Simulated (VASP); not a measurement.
A run of VASP 6.6.1:

File INCAR:

```
SYSTEM = LiGeH3
PREC = Accurate
ENCUT = 520
EDIFF = 1E-6
ISMEAR = 0
SIGMA = 0.1
LREAL = .False.
LASPH = .True.
NELM = 100
ALGO = Normal
ISIF = 2
LWAVE = .False.
LCHARG = .False.
GGA = PE
NBANDS = 18
```

KPOINTS

```
Automatic mesh
0
Gamma
  6 6 6
  0 0 0
```

Contents of POSCAR:

```
LiGeH3
1.0
    2.6402787600      1.5243656500      2.2509222800
   -2.6402787600      1.5243656500      2.2509222800
    0.0000000000     -3.0487313000      2.2509222800
Li Ge H
1 1 3
Direct
    0.5000000000      0.5000000000      0.5000000000
    0.0000000000      0.0000000000      0.0000000000
    0.0000000000      0.5000000000      0.5000000000
    0.5000000000      0.0000000000      0.5000000000
    0.5000000000      0.5000000000      0.0000000000
```

Potentials or basis: VASP PAW PBE potentials, release 64 (Li_sv, Ge_d, H).

Command:

```console
$ cat potpaw_PBE.64/Li_sv/POTCAR potpaw_PBE.64/Ge_d/POTCAR potpaw_PBE.64/H/POTCAR > POTCAR
$ mpirun -np 1 vasp_std > vasp.out
```

Hardware: 1 thread of Intel(R) Xeon(R) Platinum 8259CL CPU @ 2.50GHz (Skylake/Cascade Lake), with other jobs on the host.

Problem. Estimate the wall time of this run.

Solution. Run time: 35 s on 1 thread of Intel(R) Xeon(R) Platinum 8259CL CPU @ 2.50GHz (Skylake/Cascade Lake) (shared host), peak memory 0.17 GiB. Counts: scf iterations 14, k points 32.
